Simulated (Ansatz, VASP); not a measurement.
## Two plane-wave programs on CuO

INCAR

```
PREC = Accurate
ENCUT = 520
EDIFF = 1E-6
ISMEAR = 0
SIGMA = 0.05
LREAL = F
LASPH = T
NELM = 150
ALGO = Normal
ISIF = 2
LWAVE = F
LCHARG = F
LMAXMIX = 4
LDAU = T
LDAUTYPE = 2
LDAUL = 2 -1
LDAUU = 4 0
LDAUJ = 0 0
LDAUPRINT = 1
GGA = PE
NBANDS = 25
```

File KPOINTS:

```
regular mesh
0
Gamma
  10 10 6
```

POSCAR

```
CuO
1.0
    1.9909680000     -2.1535500000      0.0000000000
    1.9909680000      2.1535500000      0.0000000000
    0.0000000000      0.0000000000      5.1559280000
Cu O
2 2
Direct
    0.0000000000      0.5000000000      0.0000000000
    0.5000000000      0.0000000000      0.5000000000
    0.5000000000      0.5000000000      0.2500000000
    0.5000000000      0.5000000000      0.7500000000
```

Input for Ansatz:

```yaml
crystal:
  lattice:
    - [1.990968, -2.15355, 0.0]
    - [1.990968, 2.15355, 0.0]
    - [0.0, 0.0, 5.155928]
  atoms:
    - { symbol: Cu, position: [0.0, 0.5, 0.0] }
    - { symbol: Cu, position: [0.5, 0.0, 0.5] }
    - { symbol: O, position: [0.5, 0.5, 0.25] }
    - { symbol: O, position: [0.5, 0.5, 0.75] }
basis:
  ecutwfc: 420
  fft_grid_basis: typed
kpoints:
  mp_grid: { grid: [10, 10, 6] }
hamiltonian:
  xc: pbe
  hubbard: { sites: [{ species: Cu, l: d, u_eff: 4.0 }] }
scf:
  occupations: { method: gaussian, width: 0.05 }
output:
  forces: true
  stress: true
  eigenvalues: true
  bader: true
  write_density: true
  volumetric_format: npy
  elf: true
```

Alike in both runs: task single point; functional PBE; k mesh 10 × 10 × 6; occupations gaussian, width 0.05 eV; no spin polarisation; Hubbard terms Cu d U = 4.0 eV.

```csv
,VASP,Ansatz
version,VASP 6.6.1,Ansatz 0.2.0
potentials or method,"VASP PAW PBE potentials, release 64 (Cu, O), cutoff 520 eV","scalar-relativistic, plane waves, PAW"
valence electrons in the cell,34,50
```

|  | VASP | Ansatz | Ansatz less VASP |
| --- | --- | --- | --- |
| gap on the k mesh at the Fermi level (eV) | none | none | - |
| pressure (GPa) | 0.0 | 3.4 | +3.48 |
| traceless stress, the component that is largest in VASP (GPa) | -0.33 | -0.53 | -0.196 |

The programs project onto different local orbitals, so the same U acts differently, and such runs can settle in different states. A gap of «none» marks a metal or a gap that the smearing closes. VASP's potentials hold 34 valence electrons a cell and Ansatz's 50, so a difference there can come from the potentials and not from the codes. Ansatz's warnings: filled band counts differ across k points.
